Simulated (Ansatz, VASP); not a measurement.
**BaNa3: VASP beside Ansatz**

The input INCAR:

```
SYSTEM = BaNa3
  PREC = Accurate
  ENCUT = 600
  EDIFF = 1E-7
  ISMEAR = 0
  SIGMA = 0.1
  LREAL = .FALSE.
  LASPH = .TRUE.
  NELM = 80
  ALGO = Normal
  ISIF = 3
  LWAVE = .FALSE.
  LCHARG = .FALSE.
  GGA = PE
  IBRION = 2
  NSW = 90
  EDIFFG = -0.04
```

KPOINTS

```
Automatic mesh
0
G
  4 4 4
  0 0 0
```

File POSCAR:

```
BaNa3
1.0
    4.6032348770      0.0000000000      0.0000000000
    0.0000000000      4.6032348770      0.0000000000
    0.0000000000      0.0000000000      4.6032348770
Na Ba
3 1
Direct
    0.0000000000      0.5000000000      0.5000000000
    0.5000000000      0.0000000000      0.5000000000
    0.5000000000      0.5000000000      0.0000000000
    0.0000000000      0.0000000000      0.0000000000
```

Input for Ansatz:

```yaml
crystal:
  lattice:
    - [4.603234877, 0.0, 0.0]
    - [0.0, 4.603234877, 0.0]
    - [0.0, 0.0, 4.603234877]
  atoms:
    - { symbol: Na, position: [0.0, 0.5, 0.5] }
    - { symbol: Na, position: [0.5, 0.0, 0.5] }
    - { symbol: Na, position: [0.5, 0.5, 0.0] }
    - { symbol: Ba, position: [0.0, 0.0, 0.0] }
basis:
  ecutwfc: 420
kpoints:
  mp_grid: { grid: [4, 4, 4] }
hamiltonian:
  xc: pbe
scf:
  occupations: { method: gaussian, width: 0.1 }
  lower_state_search: "off"
output:
  forces: true
  stress: true
  eigenvalues: true
relax:
  adjacent_minimum: "off"
  f_tol: 0.04
  max_steps: 70
  cell: { stress_tol: 0.4 }
```

Alike in both runs: task relaxation of cell and atoms; functional PBE; k mesh 4 × 4 × 4; occupations gaussian, width 0.1 eV; no spin polarisation.

|  | VASP | Ansatz |
| --- | --- | --- |
| version | VASP 6.6.1 | Ansatz 0.2.0 |
| potentials or method | VASP PAW PBE potentials, release 64 (Na_pv, Ba_sv), cutoff 600 eV | scalar-relativistic, plane waves, PAW |
| valence electrons in the cell | 31 | 37 |

|  | VASP | Ansatz | Ansatz less VASP |
| --- | --- | --- | --- |
| gap on the k mesh at the Fermi level, each at its own relaxed structure (eV) | none | none | - |
| relaxed volume (Å³/atom) | 46.13 | 46.82 | +0.689 |
| relaxed length of the cell vector where the two differ most in proportion (Å) | 5.693 | 5.721 | +0.0282 |

A gap of «none» marks a metal or a gap that the smearing closes. VASP's potentials hold 31 valence electrons a cell and Ansatz's 37, so a difference there can come from the potentials and not from the codes.

Neither program's run includes spin-orbit coupling. Noted on VASP's run: the volume moved by over 15 % at a fixed basis, so the end points are rough.
